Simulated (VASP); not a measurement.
Input of a VASP 6.6.1 run:

File INCAR:

```
SYSTEM = TiAl3
ALGO = Normal ; EDIFF = 1E-6
EDIFFG = -0.04 ; ENCUT = 600
GGA = PE ; IBRION = 2
ISIF = 3 ; ISMEAR = 0
LASPH = .TRUE. ; LCHARG = .FALSE.
LREAL = .FALSE. ; LWAVE = .FALSE.
NELM = 80 ; NSW = 90
PREC = Accurate ; SIGMA = 0.1
```

KPOINTS

```
k-points
0
G
  4 4 4
  0 0 0
```

The input POSCAR:

```
TiAl3
1.0
    3.8480927300      0.0000000000      0.0000000000
    0.0000000000      3.8480927300      0.0000000000
    0.0000000000      0.0000000000      3.8480927300
Ti Al
1 3
Direct
    0.0000000000      0.0000000000      0.0000000000
    0.5000000000      0.0000000000      0.5000000000
    0.0000000000      0.5000000000      0.5000000000
    0.5000000000      0.5000000000      0.0000000000
```

Potentials or basis: VASP PAW PBE potentials, release 64 (Ti_sv, Al).

Launch:

```console
$ cat potpaw_PBE.64/Ti_sv/POTCAR potpaw_PBE.64/Al/POTCAR > POTCAR
$ mpirun -np 1 vasp_std > vasp.out
```

Task: Predict the relaxed cell.

Result: a = 3.981 Å, b = 3.981 Å, c = 3.981 Å, α = 90.00°, β = 90.00°, γ = 90.00°.

Task: What does it give for the relaxed volume?

Result: 15.77 Å³/atom.

Task: What does it give for the space group after relaxing (to 0.05 Å)?

Result: Pm-3m (No. 221).

Final structure:
```yaml
crystal:
  lattice:
    - [3.98109, 0.00000, 0.00000]
    - [0.00000, 3.98109, 0.00000]
    - [0.00000, 0.00000, 3.98109]
  atoms:
    - { symbol: Ti, position: [0.00000, 0.00000, 0.00000] }
    - { symbol: Al, position: [0.50000, 0.00000, 0.50000] }
    - { symbol: Al, position: [0.00000, 0.50000, 0.50000] }
    - { symbol: Al, position: [0.50000, 0.50000, 0.00000] }
```

Caveat: the k points lie up to 0.39 Å⁻¹ apart in the final cell.
